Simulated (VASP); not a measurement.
# AgCl (rocksalt type) (Fm-3m) in VASP: a series of runs

AgCl (rocksalt type) is run at these levels: PBEsol; tasks: single point.

All numbers are computed with VASP 6.6.1; they aren't measurements. Logs are shortened: lines on timing, memory, paths and dates and some standing lists are left out, and cuts for length are marked.

## 1. The cell of the first run

The structure is cubic, space group Fm-3m (No. 225). The conventional cell has a = 4.014 Å, b = 4.014 Å, c = 4.014 Å, α = 90.00°, β = 90.00°, γ = 90.00°. Ag (site symmetry m-3m) has 6 Cl at 2.01 Å within 2.7 Å. Within 2.7 Å of Cl (site symmetry m-3m) lie 6 Ag at 2.01 Å.

## 2. Single point, PBEsol (volume scaled by 0.4)

Contents of INCAR:

```
ALGO = Normal ; EDIFF = 1E-6
ENCUT = 520 ; GGA = PS
ISIF = 2 ; ISMEAR = -1
LASPH = True ; LCHARG = False
LREAL = False ; LWAVE = False
NBANDS = 16 ; NELM = 80
PREC = Accurate ; SIGMA = 0.08
```

Contents of KPOINTS:

```
k-points
0
Gamma
  15 15 15
```

Contents of POSCAR:

```
AgCl
1.0
    0.0000000000      2.0068392606      2.0068392606
    2.0068392606      0.0000000000      2.0068392606
    2.0068392606      2.0068392606      0.0000000000
Ag Cl
1 1
Direct
    0.0000000000      0.0000000000      0.0000000000
    0.5000000000      0.5000000000      0.5000000000
```

Potentials or basis: VASP PAW PBE potentials, release 64 (Ag, Cl).

On the command line:

```bash
$ cat potpaw_PBE.64/Ag/POTCAR potpaw_PBE.64/Cl/POTCAR > POTCAR
$ mpirun -np 1 vasp_std > vasp.out
```

OUTCAR:

```text
EDIFF = 1E-6
   ENCUT = 520
   GGA = PS
   ISIF = 2
   ISMEAR = -1
   LASPH = True
   LREAL = False
   NELM = 80
   PREC = Accurate

 ion  position               nearest neighbor table
   1  0.000  0.000  0.000-   2 2.01   2 2.01   2 2.01   2 2.01   2 2.01   2 2.01
   2  0.500  0.500  0.500-   1 2.01   1 2.01   1 2.01   1 2.01   1 2.01   1 2.01

  LATTYP: Found a face centered cubic cell.
 ALAT       =     4.0136785212

  Lattice vectors:

 A1 = (   0.0000000000,   2.0068392606,   2.0068392606)
 A2 = (   2.0068392606,   0.0000000000,   2.0068392606)
 A3 = (   2.0068392606,   2.0068392606,   0.0000000000)

Analysis of symmetry for initial positions (statically):
=====================================================================
 Subroutine PRICEL returns:
 Original cell was already a primitive cell.

 Routine SETGRP: Setting up the symmetry group for a
 face centered cubic supercell.

 Subroutine GETGRP returns: Found 48 space group operations
 (whereof 48 operations were pure point group operations)
 out of a pool of 48 trial point group operations.

The static configuration has the point symmetry O_h .

Analysis of symmetry for dynamics (positions and initial velocities):
=====================================================================
 Subroutine PRICEL returns:
 Original cell was already a primitive cell.

 Routine SETGRP: Setting up the symmetry group for a
 face centered cubic supercell.

 Subroutine GETGRP returns: Found 48 space group operations
 (whereof 48 operations were pure point group operations)
 out of a pool of 48 trial point group operations.

The dynamic configuration has the point symmetry O_h .

 Subroutine INISYM returns: Found 48 space group operations
 (whereof 48 operations are pure point group operations),
 and found     1 'primitive' translations

----------------------------------------------------------------------------------------

                                     Primitive cell

  volume of cell :      16.1647

  direct lattice vectors                    reciprocal lattice vectors
     0.000000000  2.006839261  2.006839261    -0.249148006  0.249148006  0.249148006
     2.006839261  0.000000000  2.006839261     0.249148006 -0.249148006  0.249148006
     2.006839261  2.006839261  0.000000000     0.249148006  0.249148006 -0.249148006

  length of vectors
     2.838099300  2.838099300  2.838099300     0.431537005  0.431537005  0.431537005

  position of ions in fractional coordinates (direct lattice)
     0.000000000  0.000000000  0.000000000
     0.500000000  0.500000000  0.500000000

  ion indices of the primitive-cell ions
   primitive index   ion index
                 1           1
                 2           2

----------------------------------------------------------------------------------------

 KPOINTS: k-points

Automatic generation of k-mesh.
 Grid dimensions read from file:
 generate k-points for:   15   15   15

 Generating k-lattice:

  Cartesian coordinates                     Fractional coordinates (reciprocal lattice)
    -0.016609867  0.016609867  0.016609867     0.066666667  0.000000000  0.000000000
     0.016609867 -0.016609867  0.016609867     0.000000000  0.066666667  0.000000000
     0.016609867  0.016609867 -0.016609867     0.000000000  0.000000000  0.066666667

  Length of vectors
     0.028769134  0.028769134  0.028769134

  Shift w.r.t. Gamma in fractional coordinates (k-lattice)
     0.000000000  0.000000000  0.000000000

 Subroutine IBZKPT returns following result:
 ===========================================

 Found    120 irreducible k-points:

 Following reciprocal coordinates:
            Coordinates               Weight
  0.000000  0.000000  0.000000      1.000000
  0.066667  0.000000  0.000000      8.000000
  0.133333  0.000000  0.000000      8.000000
  0.200000  0.000000  0.000000      8.000000
  0.266667  0.000000  0.000000      8.000000
  0.333333  0.000000  0.000000      8.000000
[... 16 lines left out ...]
  0.133333  0.133333  0.000000      6.000000
  0.200000  0.133333  0.000000     24.000000
 [... further k-points ...]
   k-points           NKPTS =    120   k-points in BZ     NKDIM =    120   number of bands    NBANDS=     16
   number of dos      NEDOS =    301   number of ions     NIONS =      2
   total plane-waves  NPLWV =  13824
   dimension x,y,z NGX =    24 NGY =   24 NGZ =   24
   dimension x,y,z NGXF=    48 NGYF=   48 NGZF=   48
   ions per type =               1   1
   NGX,Y,Z   is equivalent  to a cutoff of  14.06, 14.06, 14.06 a.u.
   NGXF,Y,Z  is equivalent  to a cutoff of  28.12, 28.12, 28.12 a.u.
 SYSTEM =  unknown system
   PREC   = accura    normal or accurate (medium, high low for compatibility)
   ISTART =      0    job   : 0-new  1-cont  2-samecut
   ICHARG =      2    charge: 1-file 2-atom 10-const
   ISPIN  =      1    spin polarized calculation?
   LNONCOLLINEAR =      F non collinear calculations
   LSORBIT =      F    spin-orbit coupling
   LASPH  =      T    aspherical Exc in radial PAW
   ENCUT  =  520.0 eV  38.22 Ry    6.18 a.u.   5.28  5.28  5.28*2*pi/ulx,y,z
   NELM   =     80;   NELMIN=  2; NELMDL= -5     # of ELM steps
   EDIFF  = 0.1E-05   stopping-criterion for ELM
   LREAL  =      F    real-space projection
   EDIFFG = 0.1E-04   stopping-criterion for IOM
   NSW    =      0    number of steps for IOM
   IBRION =     -1    ionic relax: 0-MD 1-quasi-New 2-CG
   NFREE  =      0    steps in history (QN), initial steepest desc. (CG)
   ISIF   =      2    stress and relaxation
   ISYM   =      2    0-nonsym 1-usesym 2-fastsym
   POTIM  = 0.5000    time-step for ionic-motion
   TEBEG  =    0.0;   TEEND  =   0.0 temperature during run
   PSTRESS=    0.0 pullay stress
   NELECT =      18.0000    total number of electrons
   NUPDOWN=      -1.0000    fix difference up-down
   EMIN   =  10.00;   EMAX   =-10.00  energy-range for DOS
   EFERMI =   0.00;   METHOD = LEGACY
   ISMEAR =    -1;   SIGMA  =   0.08  broadening in eV -4-tet -1-fermi 0-gaus
   EFERMI_NEDOS =   21; number of points for ismear=-14 and -15
   IALGO  =     38    algorithm
   IMIX   =      4    mixing-type and parameters
     AMIX     =   0.40;   BMIX     =  1.00
     AMIX_MAG =   1.60;   BMIX_MAG =  1.00
  volume/ion in A,a.u.               =       8.08        54.54
  Fermi-wavevector in a.u.,A,eV,Ry     =   1.696849  3.206579 39.175186  2.879295
  Thomas-Fermi vector in A             =   2.777637
   LORBIT       =      0    0 simple, 1 ext, 2 COOP (PROOUT), +10 PAW based schemes
   GGA     = PS    functional components
   LHFCALC =     F    Hartree Fock is set to
   AEXX    =    0.0000 exact exchange contribution
   IVDW    =     0    specifies the selected vdW correction
   LEPSILON=     F    determine dielectric tensor
   LRPA    =     F    only Hartree local field effects (RPA)
 non-spin polarized calculation
  energy-cutoff  :      520.00
  volume of cell :       16.16
 maximum number of plane-waves:       446
 NGX is ok and might be reduce to    24
   NGX = 11   NGY = 11   NGZ = 11

 number of electron      18.0000002 magnetization

 Free energy of the ion-electron system (eV)
  ---------------------------------------------------
  ext. energy  EPLUGINS =         0.00000000
  ---------------------------------------------------
  free energy    TOTEN  =        10.30081430 eV

  energy without entropy =       10.30527038  energy(sigma->0) =       10.30304234

 E-fermi :  24.7099     XC(G=0): -15.9904

 val. band max:       24.6557460478   @ k =  -0.2667   0.2000   0.0000
 cond. band min:      24.7491138087   @ k =  -0.4667   0.0667   0.0000
 fundamental gap:      0.0933677609
 Fermi energy:        24.7098718060

 k-point     1 :       0.0000    0.0000    0.0000
  band No.  band energies     occupation
      1      -2.6669      2.00000
      2      12.2544      2.00000
      3      12.2544      2.00000
      4      12.2544      2.00000
      5      12.6136      2.00000
      6      12.6136      2.00000
[... 8 lines left out ...]
     15      42.6317      0.00000
     16      42.6317      0.00000

 k-point     2 :       0.0667    0.0000    0.0000
  band No.  band energies     occupation
      1      -2.5506      2.00000
      2      12.0125      2.00000
      3      12.1205      2.00000
      4      12.1205      2.00000
      5      12.4530      2.00000
      6      12.4530      2.00000
[... 8 lines left out ...]
     15      41.4778      0.00000
     16      41.4778      0.00000

 k-point     3 :       0.1333    0.0000    0.0000
  band No.  band energies     occupation
      1      -2.2076      2.00000
      2      11.3206      2.00000
      3      11.3575      2.00000
      4      11.3575      2.00000
      5      12.6957      2.00000
      6      12.6957      2.00000
[... 8 lines left out ...]
     15      39.8704      0.00000
     16      39.8704      0.00000

 k-point     4 :       0.2000    0.0000    0.0000
  band No.  band energies     occupation
      1      -1.6571      2.00000
      2      10.2877      2.00000
      3      10.5264      2.00000
      4      10.5264      2.00000
      5      13.1379      2.00000
      6      13.1379      2.00000
[... 8 lines left out ...]
     15      38.6326      0.00000
     16      38.6326      0.00000
[... 324 lines left out ...]
 k-point    22 :      -0.0667    0.0667    0.0000
  band No.  band energies     occupation
      1      -2.3603      2.00000
      2      11.5513      2.00000
      3      11.6343      2.00000
      4      11.7719      2.00000
      5      12.4178      2.00000
      6      12.7465      2.00000
[... 8 lines left out ...]
     15      39.4302      0.00000
     16      41.3893      0.00000

 k-point    23 :       0.1333    0.1333    0.0000
  band No.  band energies     occupation
      1      -2.0819      2.00000
      2      10.2681      2.00000
      3      11.7852      2.00000
      4      12.1082      2.00000
      5      12.1082      2.00000
      6      12.8102      2.00000
[... 8 lines left out ...]
     15      36.7495      0.00000
     16      42.5672      0.00000

 k-point    24 :       0.2000    0.1333    0.0000
  band No.  band energies     occupation
      1      -1.7124      2.00000
      2       9.5181      2.00000
      3      11.2599      2.00000
      4      11.6971      2.00000
      5      12.3305      2.00000
      6      13.1568      2.00000
[... 8 lines left out ...]
     15      37.5978      0.00000
     16      42.0553      0.00000

 [... further k-points ...]
[... 5 lines left out ...]
  --------------------------------------------------------------------------------------
  -------------------------------------------------------------------------------------
  Total       52.5075794     52.5075794     52.5075794      0.0000000      0.0000000      0.0000000
  in kB     5204.3298989   5204.3298989   5204.3298989      0.0000000      0.0000000      0.0000000
  external PRESSURE =    5204.3298989 kB  Pullay stress =       0.0000000 kB

 VOLUME and BASIS-vectors are now :
 -----------------------------------------------------------------------------
  energy-cutoff  :      520.00
  volume of cell :       16.16
      direct lattice vectors                 reciprocal lattice vectors
     0.000000000  2.006839261  2.006839261    -0.249148006  0.249148006  0.249148006
     2.006839261  0.000000000  2.006839261     0.249148006 -0.249148006  0.249148006
     2.006839261  2.006839261  0.000000000     0.249148006  0.249148006 -0.249148006

 POSITION                                       TOTAL-FORCE (eV/Angst)
 -----------------------------------------------------------------------------------
      0.00000      0.00000      0.00000         0.000000     -0.000000      0.000000
      2.00684      2.00684      2.00684        -0.000000      0.000000     -0.000000
 -----------------------------------------------------------------------------------
    total drift:                                0.000000     -0.000000     -0.000000

  FREE ENERGIE OF THE ION-ELECTRON SYSTEM (eV)
  ---------------------------------------------------
  free  energy   TOTEN  =        10.3008142981 eV

  energy  without entropy=       10.3052703845  energy(sigma->0) =       10.30304234
```

Run time: 31 s. Hardware: 1 thread of Intel Xeon 8259CL, shared host; peak memory 0.16 GiB.

What came out:

```yaml
Free_energy: 10.3008 eV
Pressure: 520.4 GPa
Band_gap_on_the_k_mesh: zero (band 9 reaches 25.08 eV, above the bottom of band 10 at 24.13 eV)
```

Caveat: the PAW data sets were made with another functional, which shifts forces and pressure a little.

## 3. Single point, PBEsol (volume scaled by 0.45)

Contents of INCAR:

```
SYSTEM = AgCl
  PREC = Accurate
  ENCUT = 520
  EDIFF = 1E-6
  ISMEAR = -1
  SIGMA = 0.08
  LREAL = .FALSE.
  LASPH = .TRUE.
  NELM = 80
  ALGO = Normal
  ISIF = 2
  LWAVE = .FALSE.
  LCHARG = .FALSE.
  GGA = PS
  NBANDS = 16
```

Contents of KPOINTS:

```
Automatic mesh
0
G
  15 15 15
  0 0 0
```

Contents of POSCAR:

```
AgCl
1.0
    0.0000000000      2.0871969408      2.0871969408
    2.0871969408      0.0000000000      2.0871969408
    2.0871969408      2.0871969408      0.0000000000
Ag Cl
1 1
Direct
    0.0000000000      0.0000000000      0.0000000000
    0.5000000000      0.5000000000      0.5000000000
```

Potentials or basis: VASP PAW PBE potentials, release 64 (Ag, Cl).

On the command line:

```bash
$ cat potpaw_PBE.64/Ag/POTCAR potpaw_PBE.64/Cl/POTCAR > POTCAR
$ mpirun -np 1 vasp_std > vasp.out
```

OUTCAR:

```text
SYSTEM = AgCl
   PREC = Accurate
   ENCUT = 520
   EDIFF = 1E-6
   ISMEAR = -1
   LREAL = .FALSE.
   LASPH = .TRUE.
   NELM = 80
   ISIF = 2
   GGA = PS

 ion  position               nearest neighbor table
   1  0.000  0.000  0.000-   2 2.09   2 2.09   2 2.09   2 2.09   2 2.09   2 2.09
   2  0.500  0.500  0.500-   1 2.09   1 2.09   1 2.09   1 2.09   1 2.09   1 2.09

  LATTYP: Found a face centered cubic cell.
 ALAT       =     4.1743938816

  Lattice vectors:

[... 192 lines left out ...]
      6      10.8779      2.00000
[... 433 lines left out ...]
      3       9.6571      2.00000
      4       9.9356      2.00000
      5      10.5817      2.00000
      6      11.3348      2.00000
[... 8 lines left out ...]
     15      34.3319      0.00000
     16      37.6388      0.00000

 [... further k-points ...]
[... 5 lines left out ...]
  --------------------------------------------------------------------------------------
  -------------------------------------------------------------------------------------
  Total       39.1872946     39.1872946     39.1872946      0.0000000      0.0000000      0.0000000
  in kB     3452.5150442   3452.5150442   3452.5150442      0.0000000      0.0000000      0.0000000
  external PRESSURE =    3452.5150442 kB  Pullay stress =       0.0000000 kB

 VOLUME and BASIS-vectors are now :
 -----------------------------------------------------------------------------
  energy-cutoff  :      520.00
  volume of cell :       18.19
      direct lattice vectors                 reciprocal lattice vectors
     0.000000000  2.087196941  2.087196941    -0.239555736  0.239555736  0.239555736
     2.087196941  0.000000000  2.087196941     0.239555736 -0.239555736  0.239555736
     2.087196941  2.087196941  0.000000000     0.239555736  0.239555736 -0.239555736

 POSITION                                       TOTAL-FORCE (eV/Angst)
 -----------------------------------------------------------------------------------
      0.00000      0.00000      0.00000         0.000000     -0.000000      0.000000
      2.08720      2.08720      2.08720         0.000000      0.000000     -0.000000
 -----------------------------------------------------------------------------------
    total drift:                                0.000000     -0.000000     -0.000000

  FREE ENERGIE OF THE ION-ELECTRON SYSTEM (eV)
  ---------------------------------------------------
  free  energy   TOTEN  =         4.9249796793 eV

  energy  without entropy=        4.9285348810  energy(sigma->0) =        4.92675728
```

stdout:

```text
POSCAR found type information on POSCAR AgCl
 POSCAR found :  2 types and       2 ions
 scaLAPACK will be used
 -----------------------------------------------------------------------------
|                                                                             |
|                                                                             |
|     You enforced a specific xc type in the INCAR file but a different       |
|     I HOPE YOU KNOW WHAT YOU ARE DOING!                                     |
|                                                                             |
 -----------------------------------------------------------------------------

 LDA part: xc-table for (Slater+PW92), standard interpolation
 POSCAR, INCAR and KPOINTS ok, starting setup
 FFT: planning ... GRIDC
 FFT: planning ... GRID_SOFT
 FFT: planning ... GRID
 WAVECAR not read
 entering main loop
```

Wall time 34 s (1 thread of Intel Xeon 8259CL, shared host); peak memory 0.16 GiB.

What came out:

| Property | Result |
| --- | --- |
| Free energy | 4.9250 eV |
| Pressure | 345.3 GPa |
| Band gap on the k mesh | zero (band 9 reaches 21.27 eV, above the bottom of band 10 at 21.21 eV) |

Levels at points of the mesh, in eV from the Fermi level:
| k point | band 7 | band 8 | band 9 | band 10 | band 11 | band 12 |
| --- | --- | --- | --- | --- | --- | --- |
| (0.00, 0.00, 0.00) | -7.50 | -7.50 | -7.50 | 3.13 | 7.26 | 10.10 |

Caveat: the PAW data sets were made with another functional, which shifts forces and pressure a little.
